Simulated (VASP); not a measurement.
# InSb (F-43m) in VASP: settings compared, part 2 of 2

VASP 6.6.1. Earlier steps stand in the parts before.

## 4. Electric field gradients, PBE

The input, INCAR:

```
PREC = Accurate
ENCUT = 520
EDIFF = 1E-8
ISMEAR = -1
SIGMA = 0.05
LREAL = False
LASPH = True
NELM = 60
ALGO = Normal
ISIF = 2
LWAVE = False
LCHARG = False
GGA = PE
LEFG = True
NBANDS = 16
```

The input, KPOINTS:

```
Automatic mesh
0
Gamma
  4 4 4
```

The input, POSCAR:

```
InSb
1.0
    0.0000000000      3.2391000000      3.2391000000
    3.2391000000      0.0000000000      3.2391000000
    3.2391000000      3.2391000000      0.0000000000
In Sb
1 1
Direct
    0.0000000000      0.0000000000      0.0000000000
    0.7500000000      0.7500000000      0.7500000000
```

Potentials or basis: VASP PAW PBE potentials, release 64 (In_d, Sb).

Run with:

```console
cat potpaw_PBE.64/In_d/POTCAR potpaw_PBE.64/Sb/POTCAR > POTCAR
mpirun -np 1 vasp_std > vasp.out
```

OUTCAR:

```text
PREC = Accurate
   ENCUT = 520
   EDIFF = 1E-8
   ISMEAR = -1
   LREAL = False
   LASPH = True
   NELM = 60
   ISIF = 2
   GGA = PE

 ion  position               nearest neighbor table
   1  0.000  0.000  0.000-   2 2.81   2 2.81   2 2.81   2 2.81
   2  0.750  0.750  0.750-   1 2.81   1 2.81   1 2.81   1 2.81

  LATTYP: Found a face centered cubic cell.
 ALAT       =     6.4782000000

  Lattice vectors:

 A1 = (   0.0000000000,   3.2391000000,   3.2391000000)
 A2 = (   3.2391000000,   0.0000000000,   3.2391000000)
 A3 = (   3.2391000000,   3.2391000000,   0.0000000000)

Analysis of symmetry for initial positions (statically):
=====================================================================
 Subroutine PRICEL returns:
 Original cell was already a primitive cell.

 Routine SETGRP: Setting up the symmetry group for a
 face centered cubic supercell.

 Subroutine GETGRP returns: Found 24 space group operations
 (whereof 24 operations were pure point group operations)
 out of a pool of 48 trial point group operations.

The static configuration has the point symmetry T_d .

Analysis of symmetry for dynamics (positions and initial velocities):
=====================================================================
 Subroutine PRICEL returns:
 Original cell was already a primitive cell.

 Routine SETGRP: Setting up the symmetry group for a
 face centered cubic supercell.

 Subroutine GETGRP returns: Found 24 space group operations
 (whereof 24 operations were pure point group operations)
 out of a pool of 48 trial point group operations.
[... 140 lines left out ...]
  band No.  band energies     occupation
      1      -9.4868      2.00000
      2      -9.4868      2.00000
      3      -9.4868      2.00000
      4      -9.4029      2.00000
      5      -9.4029      2.00000
      6      -5.5734      2.00000
[... 129 lines left out ...]
      3      -9.4454      2.00000
      4      -9.4122      2.00000
      5      -9.4005      2.00000
      6      -3.5483      2.00000
[... 8 lines left out ...]
     15      14.9321      0.00000
     16      15.6279      0.00000

------------------------ aborting loop because EDIFF is reached ----------------------------------------

  FORCE on cell =-STRESS in cart. coord.  units (eV):
  Direction    XX          YY          ZZ          XY          YZ          ZX
  --------------------------------------------------------------------------------------
  -------------------------------------------------------------------------------------
  Total        1.5514230      1.5514230      1.5514230      0.0000000     -0.0000000     -0.0000000
  in kB       36.5710773     36.5710773     36.5710773      0.0000000     -0.0000000     -0.0000000
  external PRESSURE =      36.5710773 kB  Pullay stress =       0.0000000 kB

 VOLUME and BASIS-vectors are now :
 -----------------------------------------------------------------------------
  energy-cutoff  :      520.00
  volume of cell :       67.97
      direct lattice vectors                 reciprocal lattice vectors
     0.000000000  3.239100000  3.239100000    -0.154363867  0.154363867  0.154363867
     3.239100000  0.000000000  3.239100000     0.154363867 -0.154363867  0.154363867
     3.239100000  3.239100000  0.000000000     0.154363867  0.154363867 -0.154363867

 POSITION                                       TOTAL-FORCE (eV/Angst)
 -----------------------------------------------------------------------------------
      0.00000      0.00000      0.00000         0.000000      0.000000      0.000000
      4.85865      4.85865      4.85865        -0.000000     -0.000000     -0.000000
 -----------------------------------------------------------------------------------
    total drift:                                0.000000      0.000000      0.000000

  FREE ENERGIE OF THE ION-ELECTRON SYSTEM (eV)
  ---------------------------------------------------
  free  energy   TOTEN  =        -6.7575395894 eV

  energy  without entropy=       -6.7544738041  energy(sigma->0) =       -6.75600670

 Electric field gradients (V/A^2)
---------------------------------------------------------------------
 ion       V_xx      V_yy      V_zz      V_xy      V_xz      V_yz
---------------------------------------------------------------------
   1       0.000    -0.000    -0.000     0.001     0.001     0.001
   2      -0.000    -0.000    -0.000    -0.000    -0.000    -0.000
---------------------------------------------------------------------

 Electric field gradients after diagonalization (V/A^2)
 (convention: |V_zz| > |V_xx| > |V_yy|)
----------------------------------------------------------------------
 ion       V_xx      V_yy      V_zz     asymmetry (V_yy - V_xx)/ V_zz
----------------------------------------------------------------------
   1      -0.001    -0.001     0.003       0.000
   2       0.000     0.000    -0.000       0.000
----------------------------------------------------------------------

           NMR quadrupolar parameters

 Cq : quadrupolar parameter    Cq=e*Q*V_zz/h
 eta: asymmetry parameters     (V_yy - V_xx)/ V_zz
 Q  : nuclear electric quadrupole moment in mb (millibarn)
----------------------------------------------------------------------
 ion       Cq(MHz)       eta       Q (mb)
----------------------------------------------------------------------
   1       0.000       0.000       1.000
   2      -0.000       0.000       1.000
----------------------------------------------------------------------
```

OSZICAR:

```text
N       E                     dE             d eps       ncg     rms          rms(c)
DAV:   1     0.110173936866E+03    0.11017E+03   -0.78639E+03   256   0.114E+03
DAV:   2    -0.355270776316E+00   -0.11053E+03   -0.10767E+03   296   0.273E+02
DAV:   3    -0.668293580472E+01   -0.63277E+01   -0.63061E+01   296   0.685E+01
DAV:   4    -0.687236691615E+01   -0.18943E+00   -0.18940E+00   368   0.132E+01
DAV:   5    -0.688123687274E+01   -0.88700E-02   -0.88698E-02   344   0.211E+00    0.422E+00
DAV:   6    -0.677042873483E+01    0.11081E+00   -0.17072E-01   392   0.620E+00    0.246E+00
DAV:   7    -0.675495626308E+01    0.15472E-01   -0.79993E-02   344   0.247E+00    0.662E-01
DAV:   8    -0.675656362640E+01   -0.16074E-02   -0.85045E-03   336   0.103E+00    0.284E-01
DAV:   9    -0.675742965184E+01   -0.86603E-03   -0.11637E-03   296   0.274E-01    0.807E-02
DAV:  10    -0.675748596302E+01   -0.56311E-04   -0.61172E-05   384   0.552E-02    0.419E-02
DAV:  11    -0.675753765296E+01   -0.51690E-04   -0.88135E-05   272   0.609E-02    0.247E-02
DAV:  12    -0.675753920949E+01   -0.15565E-05   -0.15305E-06   336   0.753E-03    0.663E-03
DAV:  13    -0.675753967796E+01   -0.46847E-06   -0.16731E-06   304   0.827E-03    0.411E-03
DAV:  14    -0.675753950799E+01    0.16996E-06   -0.52056E-08   368   0.128E-03    0.106E-03
DAV:  15    -0.675753952103E+01   -0.13034E-07   -0.95219E-09   280   0.565E-04    0.469E-04
DAV:  16    -0.675753958789E+01   -0.66858E-07   -0.20780E-09   240   0.318E-04    0.755E-05
DAV:  17    -0.675753958939E+01   -0.14993E-08   -0.24933E-10   200   0.136E-04
   1 F= -.67575396E+01 E0= -.67560067E+01  d E =-.306579E-02
```

Run time: 14 s. Hardware: 1 thread of Intel Xeon Platinum 8259CL at 2.50GHz (Skylake/Cascade Lake), shared host; peak memory 0.2 GiB.

What came out:

| Quantity | Value |
| --- | --- |
| Free energy | -6.7575 eV |
| Pressure | 3.7 GPa |
| Band gap on the k mesh | zero (filled and empty bands touch) |

Caveat: the k points lie up to 0.42 Å⁻¹ apart; without QUAD_EFG the Cq values of the log hold for a quadrupole moment of 1 mb, not for the nuclei; spin-orbit coupling is left out, which moves the levels of the heavy elements.

## 5. Overview

| level | k mesh | gap on the mesh (eV) | pressure (GPa) |
| --- | --- | --- | --- |
| r2SCAN | 9 × 9 × 9 | 0.24 | 1.7 |
| PBE | 3 × 3 × 3 | none | 4.8 |
| PBE | 4 × 4 × 4 | none | 3.7 |

Alike in all rows: task electric field gradients; potentials or basis VASP PAW PBE potentials, release 64 (In_d, Sb); no spin polarisation; cell as given; cutoff (eV) 520; smearing fermi-dirac 0.05 eV.

Caveats: some runs use coarse meshes; spin-orbit coupling is left out, which moves the levels of the heavy elements; the PAW data sets were made with another functional, which shifts forces and pressure a little (some runs).

Total energies depend on the potentials used, so only differences within one code and one set of settings carry meaning.

## 6. How close it comes

Step 2. Measured gap of InSb: 0.24 eV (quoted in “Electronic Structure and Epitaxy of CdTe Shells on InSb Nanowires”, 2021, arxiv:2111.05126). This calculation gives 0.24 eV (0.00 eV). Spin-orbit coupling on In, Sb is left out. The value is that of r2SCAN, without temperature or zero-point motion.
